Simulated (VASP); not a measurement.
# AlAs (F-43m) in VASP: further runs

AlAs is run at these levels: PBEsol; tasks: single point.

Everything below comes from runs of VASP 6.6.1. Logs are shortened: lines on timing, memory, paths and dates and some standing lists are left out, and cuts for length are marked.

### 1 The cell of the first run

Symmetry: F-43m, No. 216, cubic system. Conventional cell: a = 5.680 Å, b = 5.680 Å, c = 5.680 Å, α = 90.00°, β = 90.00°, γ = 90.00°. Within 3.2 Å of Al (site symmetry -43m) lie 4 As at 2.46 Å. Within 3.2 Å of As (site symmetry -43m) lie 4 Al at 2.46 Å.

### 2 Single point, PBEsol

INCAR

```
SYSTEM = AlAs
PREC = Accurate
ENCUT = 500
EDIFF = 1E-6
ISMEAR = 0
SIGMA = 0.05
LREAL = .FALSE.
LASPH = .TRUE.
NELM = 120
ALGO = Normal
ISIF = 2
LWAVE = .FALSE.
LCHARG = .TRUE.
GGA = PS
LELF = .TRUE.
LVHAR = .TRUE.
NBANDS = 11
GGA_COMPAT = .FALSE.
```

KPOINTS

```
Automatic mesh
0
G
  10 10 10
  0 0 0
```

POSCAR

```
AlAs
1.0
    0.0000000000      2.8398033913      2.8398033913
    2.8398033913      0.0000000000      2.8398033913
    2.8398033913      2.8398033913      0.0000000000
Al As
1 1
Direct
    0.0000000000      0.0000000000      0.0000000000
    0.7500000000      0.7500000000      0.7500000000
```

Potentials or basis: VASP PAW PBE potentials, release 64 (Al, As).

The run is started by

```
$ cat potpaw_PBE.64/Al/POTCAR potpaw_PBE.64/As/POTCAR > POTCAR
$ mpirun -np 1 vasp_std > vasp.out
```

OUTCAR:

```text
SYSTEM = AlAs
   PREC = Accurate
   ENCUT = 500
   EDIFF = 1E-6
   ISMEAR = 0
   LREAL = .FALSE.
   LASPH = .TRUE.
   NELM = 120
   ISIF = 2
   GGA = PS

 ion  position               nearest neighbor table
   1  0.000  0.000  0.000-   2 2.46   2 2.46   2 2.46   2 2.46
   2  0.750  0.750  0.750-   1 2.46   1 2.46   1 2.46   1 2.46

  LATTYP: Found a face centered cubic cell.
 ALAT       =     5.6796067826

  Lattice vectors:

 A1 = (   0.0000000000,   2.8398033913,   2.8398033913)
 A2 = (   2.8398033913,   0.0000000000,   2.8398033913)
 A3 = (   2.8398033913,   2.8398033913,   0.0000000000)

Analysis of symmetry for initial positions (statically):
=====================================================================
 Subroutine PRICEL returns:
 Original cell was already a primitive cell.

 Routine SETGRP: Setting up the symmetry group for a
 face centered cubic supercell.

 Subroutine GETGRP returns: Found 24 space group operations
 (whereof 24 operations were pure point group operations)
 out of a pool of 48 trial point group operations.

The static configuration has the point symmetry T_d .

Analysis of symmetry for dynamics (positions and initial velocities):
=====================================================================
 Subroutine PRICEL returns:
 Original cell was already a primitive cell.

 Routine SETGRP: Setting up the symmetry group for a
 face centered cubic supercell.

 Subroutine GETGRP returns: Found 24 space group operations
 (whereof 24 operations were pure point group operations)
 out of a pool of 48 trial point group operations.

The dynamic configuration has the point symmetry T_d .

 Subroutine INISYM returns: Found 24 space group operations
 (whereof 24 operations are pure point group operations),
 and found     1 'primitive' translations

----------------------------------------------------------------------------------------

                                     Primitive cell

  volume of cell :      45.8031

  direct lattice vectors                    reciprocal lattice vectors
     0.000000000  2.839803391  2.839803391    -0.176068527  0.176068527  0.176068527
     2.839803391  0.000000000  2.839803391     0.176068527 -0.176068527  0.176068527
     2.839803391  2.839803391  0.000000000     0.176068527  0.176068527 -0.176068527

  length of vectors
     4.016088470  4.016088470  4.016088470     0.304959634  0.304959634  0.304959634

  position of ions in fractional coordinates (direct lattice)
     0.000000000  0.000000000  0.000000000
     0.750000000  0.750000000  0.750000000

  ion indices of the primitive-cell ions
   primitive index   ion index
                 1           1
                 2           2

----------------------------------------------------------------------------------------

 KPOINTS: Automatic mesh

Automatic generation of k-mesh.
 Grid dimensions read from file:
 generate k-points for:   10   10   10

 Generating k-lattice:

  Cartesian coordinates                     Fractional coordinates (reciprocal lattice)
    -0.017606853  0.017606853  0.017606853     0.100000000  0.000000000  0.000000000
     0.017606853 -0.017606853  0.017606853     0.000000000  0.100000000  0.000000000
     0.017606853  0.017606853 -0.017606853     0.000000000  0.000000000  0.100000000

  Length of vectors
     0.030495963  0.030495963  0.030495963

  Shift w.r.t. Gamma in fractional coordinates (k-lattice)
     0.000000000  0.000000000  0.000000000

 Subroutine IBZKPT returns following result:
 ===========================================

 Found     47 irreducible k-points:

 Following reciprocal coordinates:
            Coordinates               Weight
  0.000000  0.000000  0.000000      1.000000
  0.100000  0.000000  0.000000      8.000000
  0.200000  0.000000  0.000000      8.000000
  0.300000  0.000000  0.000000      8.000000
  0.400000  0.000000  0.000000      8.000000
  0.500000  0.000000  0.000000      4.000000
[... 16 lines left out ...]
  0.300000  0.300000  0.000000      6.000000
  0.400000  0.300000  0.000000     24.000000
 [... further k-points ...]
   k-points           NKPTS =     47   k-points in BZ     NKDIM =     47   number of bands    NBANDS=     11
   number of dos      NEDOS =    301   number of ions     NIONS =      2
   total plane-waves  NPLWV =  27000
   dimension x,y,z NGX =    30 NGY =   30 NGZ =   30
   dimension x,y,z NGXF=    60 NGYF=   60 NGZF=   60
   ions per type =               1   1
   NGX,Y,Z   is equivalent  to a cutoff of  12.42, 12.42, 12.42 a.u.
   NGXF,Y,Z  is equivalent  to a cutoff of  24.84, 24.84, 24.84 a.u.
 SYSTEM =  AlAs
   PREC   = accura    normal or accurate (medium, high low for compatibility)
   ISTART =      0    job   : 0-new  1-cont  2-samecut
   ICHARG =      2    charge: 1-file 2-atom 10-const
   ISPIN  =      1    spin polarized calculation?
   LNONCOLLINEAR =      F non collinear calculations
   LSORBIT =      F    spin-orbit coupling
   LASPH  =      T    aspherical Exc in radial PAW
   ENCUT  =  500.0 eV  36.75 Ry    6.06 a.u.   7.32  7.32  7.32*2*pi/ulx,y,z
   NELM   =    120;   NELMIN=  2; NELMDL= -5     # of ELM steps
   EDIFF  = 0.1E-05   stopping-criterion for ELM
   LREAL  =      F    real-space projection
   EDIFFG = 0.1E-04   stopping-criterion for IOM
   NSW    =      0    number of steps for IOM
   IBRION =     -1    ionic relax: 0-MD 1-quasi-New 2-CG
   NFREE  =      0    steps in history (QN), initial steepest desc. (CG)
   ISIF   =      2    stress and relaxation
   ISYM   =      2    0-nonsym 1-usesym 2-fastsym
   POTIM  = 0.5000    time-step for ionic-motion
   TEBEG  =    0.0;   TEEND  =   0.0 temperature during run
   PSTRESS=    0.0 pullay stress
   NELECT =       8.0000    total number of electrons
   NUPDOWN=      -1.0000    fix difference up-down
   EMIN   =  10.00;   EMAX   =-10.00  energy-range for DOS
   EFERMI =   0.00;   METHOD = LEGACY
   ISMEAR =     0;   SIGMA  =   0.05  broadening in eV -4-tet -1-fermi 0-gaus
   EFERMI_NEDOS =   21; number of points for ismear=-14 and -15
   IALGO  =     38    algorithm
   IMIX   =      4    mixing-type and parameters
     AMIX     =   0.40;   BMIX     =  1.00
     AMIX_MAG =   1.60;   BMIX_MAG =  1.00
  volume/ion in A,a.u.               =      22.90       154.55
  Fermi-wavevector in a.u.,A,eV,Ry     =   0.915110  1.729307 11.393872  0.837426
  Thomas-Fermi vector in A             =   2.039814
   LORBIT       =      0    0 simple, 1 ext, 2 COOP (PROOUT), +10 PAW based schemes
   GGA     = PS    functional components
   LHFCALC =     F    Hartree Fock is set to
   AEXX    =    0.0000 exact exchange contribution
   IVDW    =     0    specifies the selected vdW correction
   LEPSILON=     F    determine dielectric tensor
   LRPA    =     F    only Hartree local field effects (RPA)
 non-spin polarized calculation
 Gauss-broadening in eV      SIGMA  =   0.05
  energy-cutoff  :      500.00
  volume of cell :       45.80
 maximum number of plane-waves:      1211
 NGX is ok and might be reduce to    30
   NGX = 15   NGY = 15   NGZ = 15

 number of electron       7.9999999 magnetization

 Free energy of the ion-electron system (eV)
  ---------------------------------------------------
  ext. energy  EPLUGINS =         0.00000000
  ---------------------------------------------------
  free energy    TOTEN  =       -10.06633909 eV

  energy without entropy =      -10.06633909  energy(sigma->0) =      -10.06633909

 E-fermi :   3.9991     XC(G=0):  -9.1577

 val. band max:        3.7170200708   @ k =   0.0000   0.0000   0.0000
 cond. band min:       5.0538451355   @ k =   0.5000   0.5000   0.0000
 fundamental gap:      1.3368250647
 Fermi energy:         3.9991174867

 k-point     1 :       0.0000    0.0000    0.0000
  band No.  band energies     occupation
      1      -8.1144      2.00000
      2       3.7170      2.00000
      3       3.7170      2.00000
      4       3.7170      2.00000
      5       5.6196      0.00000
      6       7.9638      0.00000
      7       7.9638      0.00000
      8       7.9638      0.00000
      9      12.3741      0.00000
     10      12.6883      0.00000
     11      12.6883      0.00000

 k-point     2 :       0.1000    0.0000    0.0000
  band No.  band energies     occupation
      1      -8.0168      2.00000
      2       2.6677      2.00000
      3       3.6102      2.00000
      4       3.6102      2.00000
      5       6.2810      0.00000
      6       8.1492      0.00000
      7       8.1542      0.00000
      8       8.1542      0.00000
      9      12.2159      0.00000
     10      12.2159      0.00000
     11      12.8955      0.00000

 k-point     3 :       0.2000    0.0000    0.0000
  band No.  band energies     occupation
      1      -7.7374      2.00000
      2       1.0800      2.00000
      3       3.3694      2.00000
      4       3.3694      2.00000
      5       6.3777      0.00000
      6       8.4979      0.00000
      7       8.4979      0.00000
      8       9.2854      0.00000
      9      11.8312      0.00000
     10      11.8312      0.00000
     11      13.1577      0.00000

 k-point     4 :       0.3000    0.0000    0.0000
  band No.  band energies     occupation
      1      -7.3256      2.00000
      2      -0.3633      2.00000
      3       3.1253      2.00000
      4       3.1253      2.00000
      5       6.0806      0.00000
      6       8.5678      0.00000
      7       8.5678      0.00000
      8      10.7257      0.00000
      9      12.3221      0.00000
     10      12.3221      0.00000
     11      12.7999      0.00000
[... 239 lines left out ...]
 k-point    22 :      -0.2000    0.2000    0.0000
  band No.  band energies     occupation
      1      -7.1834      2.00000
      2      -0.1740      2.00000
      3       1.5317      2.00000
      4       3.1850      2.00000
      5       7.3316      0.00000
      6       8.7154      0.00000
      7       8.9672      0.00000
      8       9.5584      0.00000
      9      10.9351      0.00000
     10      14.0283      0.00000
     11      15.4246      0.00000

 k-point    23 :       0.3000    0.3000    0.0000
  band No.  band energies     occupation
      1      -7.0483      2.00000
      2      -0.1633      2.00000
      3       2.0940      2.00000
      4       2.0940      2.00000
      5       5.8462      0.00000
      6       6.9274      0.00000
      7      11.2689      0.00000
      8      11.2689      0.00000
      9      11.9133      0.00000
     10      14.2539      0.00000
     11      16.6886      0.00000

 k-point    24 :       0.4000    0.3000    0.0000
  band No.  band energies     occupation
      1      -6.7085      2.00000
      2      -0.8161      2.00000
      3       1.5971      2.00000
      4       1.9172      2.00000
      5       5.8062      0.00000
      6       6.8961      0.00000
      7      11.1800      0.00000
      8      11.6349      0.00000
      9      13.6818      0.00000
     10      15.1242      0.00000
     11      16.5590      0.00000

 [... further k-points ...]

------------------------ aborting loop because EDIFF is reached ----------------------------------------

  FORCE on cell =-STRESS in cart. coord.  units (eV):
  Direction    XX          YY          ZZ          XY          YZ          ZX
  --------------------------------------------------------------------------------------
  -------------------------------------------------------------------------------------
  Total        0.0231409      0.0231409      0.0231409     -0.0000000      0.0000000     -0.0000000
  in kB        0.8094613      0.8094613      0.8094613     -0.0000000      0.0000000     -0.0000000
  external PRESSURE =       0.8094613 kB  Pullay stress =       0.0000000 kB

 VOLUME and BASIS-vectors are now :
 -----------------------------------------------------------------------------
  energy-cutoff  :      500.00
  volume of cell :       45.80
      direct lattice vectors                 reciprocal lattice vectors
     0.000000000  2.839803391  2.839803391    -0.176068527  0.176068527  0.176068527
     2.839803391  0.000000000  2.839803391     0.176068527 -0.176068527  0.176068527
     2.839803391  2.839803391  0.000000000     0.176068527  0.176068527 -0.176068527

 POSITION                                       TOTAL-FORCE (eV/Angst)
 -----------------------------------------------------------------------------------
      0.00000      0.00000      0.00000         0.000000      0.000000      0.000000
      4.25971      4.25971      4.25971        -0.000000     -0.000000     -0.000000
 -----------------------------------------------------------------------------------
    total drift:                                0.000000      0.000000     -0.000000

  FREE ENERGIE OF THE ION-ELECTRON SYSTEM (eV)
  ---------------------------------------------------
  free  energy   TOTEN  =       -10.0663390916 eV

  energy  without entropy=      -10.0663390916  energy(sigma->0) =      -10.06633909
```

It used 58 s of CPU time on 1 thread of AMD EPYC 7R13 Processor (Zen 3), on a shared host.

What came out:

```yaml
Free_energy: -10.0663 eV
Pressure: 0.1 GPa
Band_gap_on_the_k_mesh: 1.34 eV, indirect (least direct gap 1.90 eV)
```

Levels at points of the mesh, in eV from the valence-band top:
```csv
k point,band 2,band 3,band 4,band 5,band 6,band 7
"(0.00, 0.00, 0.00)",0.00,0.00,0.00,1.90,4.25,4.25
"(0.50, 0.00, 0.00)",-5.56,-0.82,-0.82,2.04,4.62,4.62
"(0.50, 0.50, 0.00)",-5.41,-2.16,-2.16,1.34,2.22,10.21
```

Caveat: the PAW data sets were made with another functional, which shifts forces and pressure a little. A k mesh can miss the band edges.

### 3 Single point, PBEsol

This run uses another cell than the first one, of 22.81 Å³/atom, 0.996 times its volume.

INCAR

```
SYSTEM = AlAs
PREC = Accurate
ENCUT = 500
EDIFF = 1E-6
ISMEAR = 0
SIGMA = 0.05
LREAL = .False.
LASPH = .True.
NELM = 120
ALGO = Normal
ISIF = 2
LWAVE = .False.
LCHARG = .False.
GGA = PS
NBANDS = 11
GGA_COMPAT = .False.
```

KPOINTS

```
Automatic mesh
0
Gamma
  10 10 10
  0 0 0
```

POSCAR

```
AlAs
1.0
    0.0000000000      2.8360119270      2.8360119270
    2.8360119270      0.0000000000      2.8360119270
    2.8360119270      2.8360119270      0.0000000000
Al As
1 1
Direct
    0.0000000000      0.0000000000      0.0000000000
    0.7500000000      0.7500000000      0.7500000000
```

Potentials or basis: VASP PAW PBE potentials, release 64 (Al, As).

The run is started by

```
$ cat potpaw_PBE.64/Al/POTCAR potpaw_PBE.64/As/POTCAR > POTCAR
$ mpirun -np 1 vasp_std > vasp.out
```

It used 26 s of CPU time on 1 thread of AMD EPYC 7R13 Processor (Zen 3), with other jobs on the host.

It converged, with:

* Free energy: -10.0661 eV
* Pressure: 0.4 GPa
* Band gap on the k mesh: 1.33 eV, indirect (least direct gap 1.93 eV)

Levels at points of the mesh, in eV from the valence-band top:
```tsv
k point	band 1	band 2	band 3	band 4	band 5	band 6	band 7	band 8
(0.00, 0.00, 0.00)	-11.85	0.00	0.00	0.00	1.93	4.25	4.25	4.25
(0.50, 0.00, 0.00)	-10.44	-5.58	-0.82	-0.82	2.06	4.63	4.63	7.57
(0.50, 0.50, 0.00)	-9.90	-5.42	-2.17	-2.17	1.33	2.22	10.24	10.24
```

Caveat: the PAW data sets were made with another functional, which shifts forces and pressure a little. Expect the measured gap to be larger: semilocal functionals such as PBEsol lack the derivative discontinuity.
